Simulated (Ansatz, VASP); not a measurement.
## NiO: VASP beside Ansatz

Contents of POSCAR:

```
NiO
1.0
    0.0000000000      2.0913095100      2.0913095100
    4.1826190200      2.0913095100      2.0913095100
    4.1826190200      4.1826190200      0.0000000000
Ni O
2 2
Direct
    0.0000000000      0.0000000000      0.0000000000
    0.0000000000      0.0000000000      0.5000000000
    0.5000000000      0.5000000000      0.0000000000
    0.5000000000      0.5000000000      0.5000000000
```

File INCAR.step1:

```
SYSTEM = NiO
  PREC = Accurate
  ENCUT = 520
  ISMEAR = 0
  SIGMA = 0.05
  LREAL = .FALSE.
  LASPH = .TRUE.
  NELM = 150
  ISPIN = 2
  MAGMOM = 2 -2 0 0
  LMAXMIX = 4
  LDAU = .TRUE.
  LDAUTYPE = 2
  LDAUL = 2 -1
  LDAUU = 3 0
  LDAUJ = 0 0
  NBANDS = 28
  GGA = PE
  ALGO = Normal
  EDIFF = 1E-4
  LWAVE = .TRUE.
  LCHARG = .FALSE.
```

INCAR.step2

```
SYSTEM = NiO
  PREC = Accurate
  ENCUT = 520
  EDIFF = 1E-7
  ISMEAR = 0
  SIGMA = 0.05
  LREAL = .FALSE.
  LASPH = .TRUE.
  NELM = 150
  ALGO = Normal
  ISIF = 2
  LWAVE = .FALSE.
  LCHARG = .FALSE.
  ISPIN = 2
  MAGMOM = 2 -2 0 0
  LORBIT = 11
  LMAXMIX = 4
  LDAU = .TRUE.
  LDAUTYPE = 2
  LDAUL = 2 -1
  LDAUU = 3 0
  LDAUJ = 0 0
  LDAUPRINT = 1
  METAGGA = R2SCAN
  LMIXTAU = .TRUE.
  NBANDS = 28
  ISTART = 1
```

KPOINTS

```
regular mesh
0
G
  8 8 8
  0 0 0
```

Input for Ansatz:

```yaml
crystal:
  lattice:
    - [0.0, 2.09130951, 2.09130951]
    - [4.18261902, 2.09130951, 2.09130951]
    - [4.18261902, 4.18261902, 0.0]
  atoms:
    - { symbol: Ni, position: [0.0, 0.0, 0.0], spin: 2.0 }
    - { symbol: O, position: [0.5, 0.5, 0.0] }
    - { symbol: Ni, position: [0.0, 0.0, 0.5], spin: -2.0 }
    - { symbol: O, position: [0.5, 0.5, 0.5] }
basis:
  ecutwfc: 500
  ecutrho_ratio: 4
kpoints:
  mp_grid: { grid: [8, 8, 8] }
hamiltonian:
  xc: r2scan
  hubbard:
    sites: [{ site: 0, l: d, u_eff: 3.0 }, { site: 2, l: d, u_eff: 3.0 }]
scf:
  occupations: { method: gaussian, width: 0.05 }
output:
  forces: true
  stress: true
  eigenvalues: true
  populations: true
  hubbard: { sites: [{ site: 0, l: d }, { site: 2, l: d }] }
  write_density: true
  write_potential: true
  elf: true
  volumetric_format: npy
magnetization:
  spin_polarized: true
```

Alike in both runs: task single point; functional r2SCAN; k mesh 8 × 8 × 8; occupations gaussian, width 0.05 eV; collinear spin; Hubbard terms Ni d U = 3.0 eV.

```csv
,VASP,Ansatz
version,VASP 6.6.1,Ansatz 0.2.0
potentials or method,"VASP PAW PBE potentials, release 64 (Ni, O), cutoff 520 eV","scalar-relativistic, plane waves, PAW"
valence electrons in the cell,32,48
```

Ansatz gave:

| Item | Value |
| --- | --- |
| gap on the k mesh at the Fermi level (eV) | 2.39 |
| least direct gap on the mesh (eV) | 3.11 |
| pressure (GPa) | 3.7 |
| net moment per atom (μB) | 0.00 |
| size of the moment on the site where the two differ most (μB) | 1.74 |

Question: Which values does VASP return?

Answer: gap on the k mesh at the Fermi level (eV): 2.45; least direct gap on the mesh (eV): 3.18; pressure (GPa): -0.5; net moment per atom (μB): 0.00; size of the moment on the site where the two differ most (μB): 1.81.

VASP's potentials were made for PBE, not for r2SCAN. Site moments also hang on the region over which each program counts them. The programs project onto different local orbitals, so the same U acts differently, and such runs can settle in different states. VASP's potentials hold 32 valence electrons a cell and Ansatz's 48, so a difference there can come from the potentials and not from the codes. Ansatz's warnings: stability check not made.
